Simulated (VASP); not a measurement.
# Cu in VASP: a series of runs

The runs below take Cu through single point, with PBE.

Everything below comes from runs of VASP 6.6.1. Logs are shortened: lines on timing, memory, paths and dates and some standing lists are left out, and cuts for length are marked.

## (1) The cell of the first run

The typed cell holds 3 atoms: a = 2.619 Å, b = 3.555 Å, c = 4.449 Å, α = 66.45°, β = 72.92°, γ = 90.00°.

## (2) Single point, PBE

The input, INCAR:

```
ALGO     = Fast           # electronic algorithm
EDIFF    = 1E-7           # SCF threshold, eV
ENCUT    = 520            # plane-wave cutoff, eV
GGA      = PE             # functional
ISIF     = 2              # what is computed and relaxed
ISMEAR   = 0              # smearing method
LASPH    = T              # aspherical terms in the spheres
LCHARG   = F              # write CHGCAR
LREAL    = F              # projectors in reciprocal space
LWAVE    = F              # write WAVECAR
NBANDS   = 24             # bands
NELM     = 100            # most SCF steps
PREC     = Accurate       # precision mode
SIGMA    = 0.1            # smearing width, eV
```

The input, KPOINTS:

```
k-points
0
Gamma
  6 6 6
```

The input, POSCAR:

```
Cu
1.0
    2.5933209445     -0.0344882847      0.3644753714
    0.0390550086      3.5542386795      0.0585814746
    0.7746536886      1.7027853708      4.0368906393
Cu
3
Direct
    0.1666602645      0.1666518867      0.6666761111
    0.8333397355      0.8333481133      0.3333238889
    0.5000000000      0.5000000000      0.0000000000
```

Potentials or basis: VASP PAW PBE potentials, release 64 (Cu).

The run is started by

```
> cat potpaw_PBE.64/Cu/POTCAR > POTCAR
> mpirun -np 1 vasp_std > vasp.out
```

OUTCAR:

```text
EDIFF = 1E-7
   ENCUT = 520
   GGA = PE
   ISIF = 2
   ISMEAR = 0
   LASPH = T
   LREAL = F
   NELM = 100
   PREC = Accurate

 ion  position               nearest neighbor table
   1  0.167  0.167  0.667-   3 2.56   2 2.56   3 2.56   2 2.56   3 2.56   2 2.56   3 2.56   2 2.56
                             2 2.58   3 2.58
   2  0.833  0.833  0.333-   3 2.56   1 2.56   3 2.56   1 2.56   3 2.56   1 2.56   3 2.56   1 2.56
                             1 2.58   3 2.58
   3  0.500  0.500  0.000-   1 2.56   2 2.56   2 2.56   1 2.56   1 2.56   2 2.56   2 2.56   1 2.56
                             2 2.58   1 2.58

  LATTYP: Found a base centered monoclinic cell.
 ALAT       =     8.1575972118
 B/A-ratio  =     0.4357822367
 C/A-ratio  =     0.3210547308
 COS(beta)  =    -0.3202915243

  Lattice vectors:

 A1 = (  -0.7746536886,  -1.7027853708,  -4.0368906393)
 A2 = (  -0.7355986800,   1.8514533087,  -3.9783091647)
 A3 = (   2.5933209445,  -0.0344882847,   0.3644753714)

Analysis of symmetry for initial positions (statically):
=====================================================================
 Subroutine PRICEL returns:
 Original cell was already a primitive cell.

 Routine SETGRP: Setting up the symmetry group for a
 base centered monoclinic supercell.

 Subroutine GETGRP returns: Found  2 space group operations
 (whereof  2 operations were pure point group operations)
 out of a pool of  4 trial point group operations.

The static configuration has the point symmetry S_2 .

Analysis of symmetry for dynamics (positions and initial velocities):
=====================================================================
 Subroutine PRICEL returns:
 Original cell was already a primitive cell.

 Routine SETGRP: Setting up the symmetry group for a
 base centered monoclinic supercell.

 Subroutine GETGRP returns: Found  2 space group operations
 (whereof  2 operations were pure point group operations)
 out of a pool of  4 trial point group operations.

The dynamic configuration has the point symmetry S_2 .

 Subroutine INISYM returns: Found  2 space group operations
 (whereof  2 operations are pure point group operations),
 and found     1 'primitive' translations

----------------------------------------------------------------------------------------

                                     Primitive cell

  volume of cell :      35.9751

  direct lattice vectors                    reciprocal lattice vectors
     2.593320944 -0.034488285  0.364475371     0.396060983 -0.003121063 -0.074685105
     0.039055009  3.554238680  0.058581475     0.021121537  0.283157507 -0.123490672
     0.774653689  1.702785371  4.036890639    -0.036065333 -0.003827261  0.256250476

  length of vectors
     2.619035177  3.554935959  4.449275490     0.403053232  0.309635656  0.258804294

  position of ions in fractional coordinates (direct lattice)
     0.166660265  0.166651887  0.666676111
     0.833339735  0.833348113  0.333323889
     0.500000000  0.500000000  1.000000000

  ion indices of the primitive-cell ions
   primitive index   ion index
                 1           1
                 2           2
                 3           3

----------------------------------------------------------------------------------------

 KPOINTS: k-points

Automatic generation of k-mesh.
 Grid dimensions read from file:
 generate k-points for:    6    6    6

 Generating k-lattice:

  Cartesian coordinates                     Fractional coordinates (reciprocal lattice)
     0.066010164 -0.000520177 -0.012447517     0.166666667  0.000000000 -0.000000000
     0.003520256  0.047192918 -0.020581779    -0.000000000  0.166666667 -0.000000000
    -0.006010889 -0.000637877  0.042708413    -0.000000000  0.000000000  0.166666667

  Length of vectors
     0.067175539  0.051605943  0.043134049

  Shift w.r.t. Gamma in fractional coordinates (k-lattice)
     0.000000000  0.000000000  0.000000000

 Subroutine IBZKPT returns following result:
 ===========================================

 Found    112 irreducible k-points:

 Following reciprocal coordinates:
            Coordinates               Weight
  0.000000  0.000000  0.000000      1.000000
  0.166667 -0.000000 -0.000000      2.000000
  0.333333 -0.000000  0.000000      2.000000
  0.500000 -0.000000  0.000000      1.000000
 -0.000000  0.166667  0.000000      2.000000
  0.000000  0.166667  0.166667      2.000000
[... 16 lines left out ...]
  0.500000  0.333333  0.000000      2.000000
  0.500000  0.333333  0.333333      2.000000
 [... further k-points ...]
   k-points           NKPTS =    112   k-points in BZ     NKDIM =    112   number of bands    NBANDS=     24
   number of dos      NEDOS =    301   number of ions     NIONS =      3
   total plane-waves  NPLWV =  20160
   dimension x,y,z NGX =    20 NGY =   28 NGZ =   36
   dimension x,y,z NGXF=    40 NGYF=   56 NGZF=   72
   ions per type =               3
   NGX,Y,Z   is equivalent  to a cutoff of  12.70, 13.09, 13.45 a.u.
   NGXF,Y,Z  is equivalent  to a cutoff of  25.39, 26.19, 26.90 a.u.
 SYSTEM =  unknown system
   PREC   = accura    normal or accurate (medium, high low for compatibility)
   ISTART =      0    job   : 0-new  1-cont  2-samecut
   ICHARG =      2    charge: 1-file 2-atom 10-const
   ISPIN  =      1    spin polarized calculation?
   LNONCOLLINEAR =      F non collinear calculations
   LSORBIT =      F    spin-orbit coupling
   LASPH  =      T    aspherical Exc in radial PAW
   ENCUT  =  520.0 eV  38.22 Ry    6.18 a.u.   4.87  6.61  8.27*2*pi/ulx,y,z
   NELM   =    100;   NELMIN=  2; NELMDL= -5     # of ELM steps
   EDIFF  = 0.1E-06   stopping-criterion for ELM
   LREAL  =      F    real-space projection
   EDIFFG = 0.1E-05   stopping-criterion for IOM
   NSW    =      0    number of steps for IOM
   IBRION =     -1    ionic relax: 0-MD 1-quasi-New 2-CG
   NFREE  =      0    steps in history (QN), initial steepest desc. (CG)
   ISIF   =      2    stress and relaxation
   ISYM   =      2    0-nonsym 1-usesym 2-fastsym
   POTIM  = 0.5000    time-step for ionic-motion
   TEBEG  =    0.0;   TEEND  =   0.0 temperature during run
   PSTRESS=    0.0 pullay stress
   NELECT =      33.0000    total number of electrons
   NUPDOWN=      -1.0000    fix difference up-down
   EMIN   =  10.00;   EMAX   =-10.00  energy-range for DOS
   EFERMI =   0.00;   METHOD = LEGACY
   ISMEAR =     0;   SIGMA  =   0.10  broadening in eV -4-tet -1-fermi 0-gaus
   EFERMI_NEDOS =   21; number of points for ismear=-14 and -15
   IALGO  =     68    algorithm
   IMIX   =      4    mixing-type and parameters
     AMIX     =   0.40;   BMIX     =  1.00
     AMIX_MAG =   1.60;   BMIX_MAG =  1.00
  volume/ion in A,a.u.               =      11.99        80.92
  Fermi-wavevector in a.u.,A,eV,Ry     =   1.590666  3.005922 34.425700  2.530218
  Thomas-Fermi vector in A             =   2.689325
   LORBIT       =      0    0 simple, 1 ext, 2 COOP (PROOUT), +10 PAW based schemes
   GGA     = PE    functional components
   LHFCALC =     F    Hartree Fock is set to
   AEXX    =    0.0000 exact exchange contribution
   IVDW    =     0    specifies the selected vdW correction
   LEPSILON=     F    determine dielectric tensor
   LRPA    =     F    only Hartree local field effects (RPA)
 non-spin polarized calculation
 RMM-DIIS sequential band-by-band and
 Gauss-broadening in eV      SIGMA  =   0.10
  energy-cutoff  :      520.00
  volume of cell :       35.98
 maximum number of plane-waves:       980
   NGX =  9   NGY = 13   NGZ = 17

 number of electron      32.9999995 magnetization

 Free energy of the ion-electron system (eV)
  ---------------------------------------------------
  ext. energy  EPLUGINS =         0.00000000
  ---------------------------------------------------
  free energy    TOTEN  =       -11.17037553 eV

  energy without entropy =      -11.16610951  energy(sigma->0) =      -11.16824252

 E-fermi :   7.3856     XC(G=0): -12.6359

 val. band max:        7.3308266128   @ k =   0.3333  -0.3333   0.5000
 cond. band min:       7.4339879101   @ k =   0.1667  -0.3333   0.1667
 fundamental gap:      0.1031612973
 Fermi energy:         7.3855502834

 k-point     1 :       0.0000    0.0000    0.0000
  band No.  band energies     occupation
      1      -1.8365      2.00000
      2       3.4626      2.00000
      3       3.4627      2.00000
      4       3.5783      2.00000
      5       3.5784      2.00000
      6       4.3408      2.00000
[... 16 lines left out ...]
     23      23.0148      0.00000
     24      23.0151      0.00000

 k-point     2 :       0.1667   -0.0000   -0.0000
  band No.  band energies     occupation
      1      -1.1309      2.00000
      2       3.3598      2.00000
      3       3.4133      2.00000
      4       3.7016      2.00000
      5       3.8410      2.00000
      6       3.9261      2.00000
[... 16 lines left out ...]
     23      17.4540      0.00000
     24      19.1877      0.00000

 k-point     3 :       0.3333   -0.0000    0.0000
  band No.  band energies     occupation
      1       0.8006      2.00000
      2       2.8606      2.00000
      3       3.2842      2.00000
      4       3.3268      2.00000
      5       3.8188      2.00000
      6       3.8865      2.00000
[... 16 lines left out ...]
     23      18.2578      0.00000
     24      19.1177      0.00000

 k-point     4 :       0.5000   -0.0000    0.0000
  band No.  band energies     occupation
      1       2.6018      2.00000
      2       2.8564      2.00000
      3       2.8565      2.00000
      4       3.0763      2.00000
      5       3.6972      2.00000
      6       3.6973      2.00000
[... 16 lines left out ...]
     23      18.9137      0.00000
     24      20.6206      0.00000

 k-point     5 :      -0.0000    0.1667    0.0000
  band No.  band energies     occupation
      1      -1.4165      2.00000
      2       3.1932      2.00000
      3       3.2549      2.00000
      4       3.5537      2.00000
      5       3.9000      2.00000
      6       4.3940      2.00000
[... 16 lines left out ...]
     23      22.4195      0.00000
     24      24.5170      0.00000

 k-point     6 :       0.0000    0.1667    0.1667
  band No.  band energies     occupation
      1      -1.4165      2.00000
      2       3.1932      2.00000
      3       3.2549      2.00000
      4       3.5537      2.00000
      5       3.9000      2.00000
      6       4.3940      2.00000
[... 16 lines left out ...]
     23      22.4195      0.00000
     24      24.5170      0.00000
[... 379 lines left out ...]
 k-point    21 :       0.3333    0.3333    0.0000
  band No.  band energies     occupation
      1       2.3169      2.00000
      2       2.9945      2.00000
      3       3.1705      2.00000
      4       3.5627      2.00000
      5       3.8368      2.00000
      6       3.9740      2.00000
[... 16 lines left out ...]
     23      19.6838      0.00000
     24      21.6689      0.00000

 k-point    22 :      -0.3333    0.3333    0.3333
  band No.  band energies     occupation
      1       2.3169      2.00000
      2       2.9945      2.00000
      3       3.1705      2.00000
      4       3.5627      2.00000
      5       3.8368      2.00000
      6       3.9740      2.00000
[... 16 lines left out ...]
     23      19.6839      0.00000
     24      21.6551      0.00000

 k-point    23 :       0.5000    0.3333    0.0000
  band No.  band energies     occupation
      1       2.5040      2.00000
      2       3.1789      2.00000
      3       3.2043      2.00000
      4       3.4739      2.00000
      5       3.6599      2.00000
      6       4.3027      2.00000
[... 16 lines left out ...]
     23      19.2130      0.00000
     24      19.3600      0.00000

 k-point    24 :       0.5000    0.3333    0.3333
  band No.  band energies     occupation
      1       2.5040      2.00000
      2       3.1789      2.00000
      3       3.2043      2.00000
      4       3.4739      2.00000
      5       3.6599      2.00000
      6       4.3027      2.00000
[... 16 lines left out ...]
     23      19.2130      0.00000
     24      19.3599      0.00000

 [... further k-points ...]

------------------------ aborting loop because EDIFF is reached ----------------------------------------

  FORCE on cell =-STRESS in cart. coord.  units (eV):
  Direction    XX          YY          ZZ          XY          YZ          ZX
  --------------------------------------------------------------------------------------
  -------------------------------------------------------------------------------------
  Total        0.0524128      0.1239532      0.1223578      0.0009443      0.0001451     -0.0029616
  in kB        2.3342455      5.5203517      5.4492966      0.0420541      0.0064626     -0.1318964
  external PRESSURE =       4.4346313 kB  Pullay stress =       0.0000000 kB

 VOLUME and BASIS-vectors are now :
 -----------------------------------------------------------------------------
  energy-cutoff  :      520.00
  volume of cell :       35.98
      direct lattice vectors                 reciprocal lattice vectors
     2.593320944 -0.034488285  0.364475371     0.396060983 -0.003121063 -0.074685105
     0.039055009  3.554238680  0.058581475     0.021121537  0.283157507 -0.123490672
     0.774653689  1.702785371  4.036890639    -0.036065333 -0.003827261  0.256250476

 POSITION                                       TOTAL-FORCE (eV/Angst)
 -----------------------------------------------------------------------------------
      0.95516      1.72178      2.76180         0.000963     -0.000483     -0.000219
      2.45187      3.50076      1.69814        -0.000963      0.000483      0.000219
      1.31619      1.75988      0.21153        -0.000000      0.000000      0.000000
 -----------------------------------------------------------------------------------
    total drift:                                0.000000      0.000000      0.000000

  FREE ENERGIE OF THE ION-ELECTRON SYSTEM (eV)
  ---------------------------------------------------
  free  energy   TOTEN  =       -11.1703755319 eV

  energy  without entropy=      -11.1661095118  energy(sigma->0) =      -11.16824252
```

It took 48 s on 1 thread of Intel Xeon 6975P-C (Granite Rapids), shared host; peak memory 0.19 GiB.

Results:

```
Free energy            : -11.1704 eV
Pressure               : 0.4 GPa
Band gap on the k mesh : zero (an odd number of electrons rules out a gap without spin polarisation)
```

Levels at points of the mesh, in eV from the Fermi level:
```csv
k point,band 14,band 15,band 16,band 17,band 18,band 19
"(0.00, 0.00, 0.00)",-2.08,-1.81,-1.81,3.17,3.17,6.29
"(0.50, 0.00, 0.00)",-1.51,-1.41,-0.25,-0.25,1.31,6.75
"(0.00, 0.50, 0.00)",-1.78,-1.78,-1.61,-1.57,-0.87,3.82
"(0.00, 0.50, 0.50)",-1.78,-1.78,-1.61,-1.57,-0.87,3.82
"(0.50, 0.50, 0.00)",-1.65,-1.56,-1.01,3.52,3.52,3.60
"(0.50, 0.50, 0.50)",-1.65,-1.56,-1.01,3.52,3.52,3.60
"(0.00, 0.00, 0.50)",-1.68,-1.62,-1.46,-1.45,2.00,7.60
"(0.50, 0.00, 0.50)",-1.51,-1.42,-0.25,-0.25,1.29,6.73
```

Caveat: the k points lie up to 0.42 Å⁻¹ apart, too coarse for converged energies and pressures of a metal.

(Continued in part 2 of 2.)
